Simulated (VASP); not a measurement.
Set up this calculation in VASP 6.6.1, as the native input.

```yaml
Task: single point
Functional: PBE
Dispersion: D3(BJ)
Potentials_or_basis: VASP PAW PBE potentials, release 64 (C)
Cutoff: 520 eV
k_mesh: 4 × 4 × 4
Occupations: fermi-dirac, width 0.24 eV
Spin: no spin polarisation
Dipole_correction: no
Further_INCAR_settings: LREAL = Auto; ALGO = Normal; EDIFF = 1e-06; NBANDS = 46
```

The structure of C lies in POSCAR:

```
C
1.0
    0.0000000000      3.5700000000      3.5700000000
    3.5700000000      0.0000000000      3.5700000000
    3.5700000000      3.5700000000      0.0000000000
C
16
Direct
    0.0028151261      0.0271848739     -0.0403781513
    0.1551680672      0.1615266106      0.0466526611
    0.0110364146     -0.0101400560      0.4649579832
    0.1394537815      0.1516666667      0.5824789916
    0.0128571429      0.5282352941     -0.0425770308
    0.1438515406      0.6355882353      0.0724509804
    0.0095098039      0.5199299720      0.4083053221
    0.1276190476      0.6390196078      0.5791316527
    0.5073669468      0.0416526611     -0.0689355742
    0.5929971989      0.2016526611      0.0555182073
    0.5204761905      0.0422128852      0.4179831933
    0.6539635854      0.1827030812      0.5358403361
    0.4913725490      0.5751540616     -0.0856022409
    0.6018487395      0.6746498599      0.0830532213
    0.4783333333      0.5879971989      0.4427871148
    0.6283333333      0.6827871148      0.5551680672
```

The input as run:

INCAR

```
ALGO = Normal ; EDIFF = 1E-6
ENCUT = 520 ; GGA = PE
ISIF = 2 ; ISMEAR = -1
IVDW = 12 ; LASPH = True
LCHARG = True ; LELF = True
LREAL = Auto ; LVHAR = True
LWAVE = False ; NBANDS = 46
NELM = 80 ; PREC = Accurate
SIGMA = 0.24
```

KPOINTS

```
k-points
0
Gamma
  4 4 4
```

Potentials or basis: VASP PAW PBE potentials, release 64 (C).

The run is started by

```bash
$ cat potpaw_PBE.64/C/POTCAR > POTCAR
$ mpirun -np 1 vasp_std > vasp.out
```

It gave:

```
Pressure                   : 4.8 GPa
Largest force              : 9.410 eV/Å
Band gap on the k mesh     : 2.42 eV
Dispersion energy per atom : -0.191 eV
```

Caveat: the cell stands under pressure; forces of over 1 eV/Å act on the atoms, so gaps and moduli don't describe the material at rest.

It took 2.5 min on 1 thread of Intel(R) Xeon(R) 6975P-C (Granite Rapids) (shared host), peak memory 0.29 GiB.
